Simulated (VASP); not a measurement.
NaCl, 4 atoms in the cell. Symmetry: I4/mmm, No. 139, tetragonal system. Conventional cell: a = 3.941 Å, b = 3.941 Å, c = 5.845 Å, α = 90.00°, β = 90.00°, γ = 90.00°. Within 3.7 Å of Na (site symmetry 4/mmm) lie 6 Cl at 2.79 to 2.92 Å. Cl (site symmetry 4/mmm) has 6 Na at 2.79 to 2.92 Å within 3.7 Å. 

```yaml
Program: VASP 6.6.1
Task: single point
Functional: PBE
Potentials_or_basis: VASP PAW PBE potentials, release 64 (Na_pv, Cl)
Cutoff: 500 eV
k_mesh: 6 × 6 × 4
Occupations: gaussian, width 0.02 eV
Spin: no spin polarisation
Dipole_correction: no
Further_INCAR_settings: ALGO = Normal; EDIFF = 1e-06; NBANDS = 22
```

Potentials or basis: VASP PAW PBE potentials, release 64 (Na_pv, Cl).

Command:

```sh
$ cat potpaw_PBE.64/Na_pv/POTCAR potpaw_PBE.64/Cl/POTCAR > POTCAR
$ mpirun -np 1 vasp_std > vasp.out
```

Hardware: 1 thread of Intel Xeon 8259CL (shared host).

**Question.** Estimate the wall time of this run.

**Answer.** Wall time 64 s on 1 thread of Intel Xeon 8259CL, with other jobs on the host, peak memory 0.21 GiB. Counts: scf iterations 12, k points 30.
